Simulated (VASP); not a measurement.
Set up this calculation in VASP 6.6.1, as the native input.

* Task: relaxation of cell and atoms
* Functional: PBE
* Potentials or basis: VASP PAW PBE potentials, release 64 (Bi_d, H)
* Cutoff: 600 eV
* k mesh: 4 × 4 × 4
* Occupations: gaussian, width 0.1 eV
* Spin: no spin polarisation
* Dipole correction: no
* Further INCAR settings: ALGO = Normal; EDIFF = 1e-07; IBRION = 2; EDIFFG = -0.04; NSW = 90; ISIF = 3

The structure of Bi3H lies in POSCAR:

```
Bi3H
1.0
    4.5809028763      0.0000000000      0.0000000000
    0.0000000000      4.5809028763      0.0000000000
    0.0000000000      0.0000000000      4.5809028763
Bi H
3 1
Direct
    0.0000000000      0.5000000000      0.5000000000
    0.5000000000      0.0000000000      0.5000000000
    0.5000000000      0.5000000000      0.0000000000
    0.0000000000      0.0000000000      0.0000000000
```

These files were run (other wordings do the same):

INCAR

```
SYSTEM = Bi3H
  PREC = Accurate
  ENCUT = 600
  EDIFF = 1E-7
  ISMEAR = 0
  SIGMA = 0.1
  LREAL = .FALSE.
  LASPH = .TRUE.
  NELM = 60
  ALGO = Normal
  ISIF = 3
  LWAVE = .FALSE.
  LCHARG = .FALSE.
  GGA = PE
  IBRION = 2
  NSW = 90
  EDIFFG = -0.04
```

KPOINTS

```
Automatic mesh
0
G
  4 4 4
  0 0 0
```

Potentials or basis: VASP PAW PBE potentials, release 64 (Bi_d, H).

Run with:

```bash
$ cat potpaw_PBE.64/Bi_d/POTCAR potpaw_PBE.64/H/POTCAR > POTCAR
$ mpirun -np 1 vasp_std > vasp.out
```

It gave:

```json
{
 "Relaxed volume": "26.49 Å³/atom",
 "Relaxed cell": "a = 4.732 Å, b = 4.732 Å, c = 4.732 Å, α = 90.00°, β = 90.00°, γ = 90.00°",
 "Space group after relaxing (to 0.05 Å)": "Pm-3m (No. 221)",
 "Energy gained by relaxing": "42.9 meV/atom",
 "Ionic steps": "3",
 "Pressure after relaxing": "0.0 GPa",
 "Band gap on the k mesh": "zero (band 23 reaches 7.84 eV, above the bottom of band 24 at 6.05 eV)"
}
```

Caveat: spin-orbit coupling is left out, which moves the levels of the heavy elements.

Wall time 3.6 min on 1 thread of Oxide Virtual Turin-like Processor (shared host), peak memory 0.21 GiB.
